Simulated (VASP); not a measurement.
# La: single point with PBE

La:

```
La
1.0
     3.28110    0.00000    0.00000
     0.00000    3.28110    0.00000
     0.00000    0.00000    3.40132
La
1
Cartesian
  1.6406 1.6406 0.0000
```

The cell was built from a structure type or drawn by symmetry, and may not be a known phase.

| Item | Value |
| --- | --- |
| Program | VASP 6.6.1 |
| Task | single point |
| Functional | PBE |
| Potentials or basis | VASP PAW PBE potentials, release 64 (La) |
| Cutoff | 520 eV |
| k mesh | 6 × 6 × 6 |
| Occupations | gaussian, width 0.1 eV |
| Spin | no spin polarisation |
| Dipole correction | no |
| Further INCAR settings | ALGO = Normal; EDIFF = 1e-07; NBANDS = 12 |

| Item | Value |
| --- | --- |
| Pressure | 0.1 GPa |
| Band gap on the k mesh | zero (an odd number of electrons rules out a gap without spin polarisation) |

Stress tensor (GPa, compression positive):
```
 0.21  0.00  0.00
 0.00  0.21  0.00
 0.00  0.00 -0.02
```

Levels at points of the mesh, in eV from the Fermi level:
```csv
k point,band 4,band 5,band 6,band 7,band 8,band 9
"(0.00, 0.00, 0.00)",-15.72,-2.80,-1.11,-1.09,1.85,1.93
"(0.50, 0.00, 0.00)",-15.50,-0.54,-0.19,0.92,1.41,1.98
"(0.50, 0.50, 0.00)",-15.53,-2.47,0.78,1.48,1.48,1.98
"(0.00, 0.00, 0.50)",-15.56,-0.72,-0.42,0.98,1.43,2.03
"(0.50, 0.00, 0.50)",-15.36,-2.37,0.51,1.42,1.50,2.05
"(0.50, 0.50, 0.50)",-16.96,-1.30,-0.95,-0.95,1.22,1.97
```

Wall time 9.6 s on 1 thread of Intel(R) Xeon(R) 6975P-C (Granite Rapids), on a shared host, peak memory 0.16 GiB.

Caveat: spin-orbit coupling is left out, which moves the levels of the heavy elements.
